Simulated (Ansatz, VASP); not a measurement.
## One calculation of Si, two programs

```
Si
1.0
     0.00000    2.75160    2.75160
     2.75160    0.00000    2.75160
     2.75160    2.75160    0.00000
Si
2
Direct
  0.50000 0.50000 0.50000
  0.75000 0.75000 0.75000
```

Alike in both runs: functional RPBE; k mesh 6 × 6 × 6; occupations fermi-dirac, width 0.05 eV; no spin polarisation.

Ansatz relaxed the structure, and its values are those at the end. VASP's run is a single point on that final structure, the one shown.

|  | VASP | Ansatz |
| --- | --- | --- |
| version | VASP 6.6.1 | Ansatz 0.2.0 |
| potentials or method | VASP PAW PBE potentials, release 64 (Si), cutoff 520 eV | plane waves (420 eV) with PAW, scalar-relativistic |
| valence electrons in the cell | 8 | 8 |

|  | VASP | Ansatz | Ansatz less VASP |
| --- | --- | --- | --- |
| pressure (GPa) | -0.2 | 0.0 | +0.22 |

VASP's potentials were made for PBE, not for RPBE.
